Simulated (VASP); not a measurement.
Wanted: the native input for a VASP 6.6.1 run.

```yaml
Task: single point
Functional: PBE
Potentials_or_basis: VASP PAW PBE potentials, release 64 (Rb_sv, Ag)
Cutoff: 520 eV
k_mesh: 12 × 12 × 4
Occupations: gaussian, width 0.1 eV
Spin: no spin polarisation
Dipole_correction: no
Further_INCAR_settings: ALGO = Fast; EDIFF = 1e-07; NBANDS = 27
```

The structure of Rb3Ag lies in POSCAR:

```
Rb3Ag
1.0
    5.0149773839      0.0000000000      0.0000000000
   -2.5074886920      4.3430978139      0.0000000000
    0.0000000000      0.0000000000     12.9130901000
Rb Ag
3 1
Direct
    0.6666666667      0.3333333333      0.8279310000
    0.6666666667      0.3333333333      0.1720690000
    0.3333333333      0.6666666667      0.5000000000
    0.0000000000      0.0000000000      0.0000000000
```

The cell was generated, and may not be a known phase.

One way to write it, as run:

INCAR

```
SYSTEM = Rb3Ag
ALGO     = Fast           ! electronic algorithm
EDIFF    = 1E-7           ! SCF threshold, eV
ENCUT    = 520            ! plane-wave cutoff, eV
GGA      = PE             ! functional
ISIF     = 2              ! what is computed and relaxed
ISMEAR   = 0              ! smearing method
LASPH    = .True.         ! aspherical terms in the spheres
LCHARG   = .True.         ! write CHGCAR
LELF     = .True.         ! ELF
LREAL    = .False.        ! projectors in reciprocal space
LVHAR    = .True.       
LWAVE    = .False.        ! write WAVECAR
NBANDS   = 27             ! bands
NELM     = 60             ! most SCF steps
PREC     = Accurate       ! precision mode
SIGMA    = 0.1            ! smearing width, eV
```

KPOINTS

```
k-points
0
Gamma
  12 12 4
  0 0 0
```

Potentials or basis: VASP PAW PBE potentials, release 64 (Rb_sv, Ag).

Command:

```sh
$ cat potpaw_PBE.64/Rb_sv/POTCAR potpaw_PBE.64/Ag/POTCAR > POTCAR
$ mpirun -np 1 vasp_std > vasp.out
```

It gave:

```yaml
Pressure: 0.0 GPa
Band_gap_on_the_k_mesh: zero (bands 19 and 20 overlap by 1.69 eV)
```

It took 21 min on 1 thread of Oxide Virtual Turin-like Processor, on a shared host, peak memory 0.62 GiB.
